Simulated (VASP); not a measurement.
A run of VASP 6.6.1:

The input INCAR:

```
ALGO = Normal
EDIFF = 1E-6
ENCUT = 520
GGA = PE
ISIF = 2
ISMEAR = -1
LASPH = True
LCHARG = False
LREAL = False
LWAVE = False
NBANDS = 16
NELM = 60
PREC = Accurate
SIGMA = 0.1
```

The input KPOINTS:

```
k-points
0
Gamma
  7 7 6
```

The input POSCAR:

```
TiB2
1.0
    3.0292000000      0.0000000000      0.0000000000
   -1.5146000000      2.6233640000      0.0000000000
    0.0000000000      0.0000000000      3.2284000000
Ti B
1 2
Direct
    0.0000000000      0.0000000000      0.0000000000
    0.3333333333      0.6666666667      0.5000000000
    0.6666666667      0.3333333333      0.5000000000
```

Potentials or basis: VASP PAW PBE potentials, release 64 (Ti_sv, B).

Run with:

```bash
$ cat potpaw_PBE.64/Ti_sv/POTCAR potpaw_PBE.64/B/POTCAR > POTCAR
$ mpirun -np 1 vasp_std > vasp.out
```

Hardware: 1 thread of Intel Xeon 8259CL (shared host).

Problem. How long does it take, and how much memory?

Solution. It took 15 s on 1 thread of Intel Xeon 8259CL, with other jobs on the host, peak memory 0.14 GiB. Counts: scf iterations 13, k points 32.
